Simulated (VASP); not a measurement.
Here is a VASP 6.6.1 calculation.

INCAR

```
SYSTEM = SiO2
ALGO = Normal
EDIFF = 1E-7
ENCUT = 520
GGA = PE
ISIF = 2
ISMEAR = 0
LASPH = .TRUE.
LCHARG = .FALSE.
LREAL = .FALSE.
LWAVE = .FALSE.
NBANDS = 25
NELM = 60
PREC = Accurate
SIGMA = 0.05
```

File KPOINTS:

```
k-points
0
G
  6 6 8
  0 0 0
```

File POSCAR:

```
SiO2
1.0
    4.2994000000      0.0000000000      0.0000000000
    0.0000000000      4.2994000000      0.0000000000
    0.0000000000      0.0000000000      2.5284000000
Si O
2 4
Direct
    0.5000000000      0.5000000000      0.5000000000
    0.0000000000      0.0000000000      0.0000000000
    0.6930127928      0.6930127928      0.0000000000
    0.1930127928      0.8069872072      0.5000000000
    0.3069872072      0.3069872072      0.0000000000
    0.8069872072      0.1930127928      0.5000000000
```

Potentials or basis: VASP PAW PBE potentials, release 64 (Si, O).

The run is started by

```sh
$ cat potpaw_PBE.64/Si/POTCAR potpaw_PBE.64/O/POTCAR > POTCAR
$ mpirun -np 1 vasp_std > vasp.out
```

Question: Predict the band gap on the k mesh.

Answer: 5.80 eV.

Question: Estimate the largest force.

Answer: 0.207 eV/Å.

Question: Predict the pressure.

Answer: 16.1 GPa.

Stress tensor (GPa, compression positive):
```
 1.44  0.00  0.00
 0.00  1.44  0.00
 0.00  0.00 45.30
```

Caveat: the cell stands under pressure. A k mesh can miss the band edges.
